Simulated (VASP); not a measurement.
Write the native input for VASP 6.6.1 that does the following.

```
Task                   : electric field gradients
Functional             : PBE
Potentials or basis    : VASP PAW PBE potentials, release 64 (Mo_sv, S)
Cutoff                 : 520 eV
k mesh                 : 13 × 13 × 13
Occupations            : fermi-dirac, width 0.05 eV
Spin                   : no spin polarisation
Dipole correction      : no
Further INCAR settings : ALGO = Normal; EDIFF = 1e-08; NBANDS = 20
```

The structure of MoS2 lies in POSCAR:

```
MoS2
1.0
    1.5867545494      0.9161131662      6.1436734385
   -1.5867545494      0.9161131662      6.1436734385
    0.0000000000     -1.8322263324      6.1436734385
Mo S
1 2
Direct
    0.0000000000      0.0000000000      0.0000000000
    0.7484000000      0.7484000000      0.7484000000
    0.5849000000      0.5849000000      0.5849000000
```

One way to write it, as run:

INCAR

```
ALGO     = Normal         # electronic algorithm
EDIFF    = 1E-8           # SCF threshold, eV
ENCUT    = 520            # plane-wave cutoff, eV
GGA      = PE             # functional
ISIF     = 2              # what is computed and relaxed
ISMEAR   = -1             # smearing method
LASPH    = True           # aspherical terms in the spheres
LCHARG   = False          # write CHGCAR
LEFG     = True         
LREAL    = False          # projectors in reciprocal space
LWAVE    = False          # write WAVECAR
NBANDS   = 20             # bands
NELM     = 80             # most SCF steps
PREC     = Accurate       # precision mode
SIGMA    = 0.05           # smearing width, eV
```

KPOINTS

```
k-points
0
Gamma
  13 13 13
```

Potentials or basis: VASP PAW PBE potentials, release 64 (Mo_sv, S).

Command:

```console
$ cat potpaw_PBE.64/Mo_sv/POTCAR potpaw_PBE.64/S/POTCAR > POTCAR
$ mpirun -np 1 vasp_std > vasp.out
```

Results of the run:

```yaml
Pressure: 7.4 GPa
Largest_force: 1.089 eV/Å
Band_gap_on_the_k_mesh: 0.76 eV (least direct gap 1.79 eV)
Largest_electric_field_gradient_by_atom: Mo -92.2; S -62.2, -61.0 V/Å²
```

Caveat: the cell stands under pressure; without QUAD_EFG the Cq values of the log hold for a quadrupole moment of 1 mb, not for the nuclei; an odd mesh through Γ misses points on the zone boundary, where band edges can lie; forces of over 1 eV/Å act on the atoms, so gaps and moduli don't describe the material at rest.

Run time: 6.3 min on 1 thread of Intel(R) Xeon(R) 6975P-C (Granite Rapids) (shared host), peak memory 0.47 GiB.
